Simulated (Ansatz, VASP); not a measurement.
**One calculation of LiFeAs, two programs**

```
As Fe Li
1.0
     3.76780    0.00000    0.00000
     0.00000    3.76780    0.00000
     0.00000    0.00000    6.31510
As Fe Li
2 2 2
Direct
  0.50000 0.00000 0.23626
  0.00000 0.50000 0.76374
  0.00000 0.00000 0.00000
  0.50000 0.50000 0.00000
  0.50000 0.00000 0.65500
  0.00000 0.50000 0.34500
```

Alike in both runs: task single point; functional LDA; k mesh 6 × 6 × 4; occupations fermi-dirac, width 0.05 eV; collinear spin; Hubbard terms Fe d U = 4.5 eV.

```csv
,VASP,Ansatz
version,VASP 6.6.1,Ansatz 0.2.0
potentials or method,"VASP PAW LDA potentials, release 64 (As, Fe, Li_sv), cutoff 520 eV","PAW, plane waves, scalar-relativistic"
valence electrons in the cell,32,68
```

```tsv
	VASP	Ansatz	Ansatz less VASP
rms of the force components (eV/Å)	0.135	0.283	+0.1480
net moment per atom (μB)	0.00	0.00	0.000
size of the moment on the site where the two differ most (μB)	2.97	2.72	-0.252
```

LDA's correlation is that of Perdew and Zunger in VASP and of Perdew and Wang (1992) in Ansatz. Site moments also hang on the region over which each program counts them. The programs project onto different local orbitals, so the same U acts differently, and such runs can settle in different states. Atom by atom the forces differ by 0.152 eV/Å (rms over components). VASP's potentials hold 32 valence electrons a cell and Ansatz's 68, so a difference there can come from the potentials and not from the codes. Ansatz's warnings: filled band counts differ across k points, stability check not made.

Noted on VASP's run: the cutoff is under 1.25 times that of the potentials, so the pressure is a little rough.
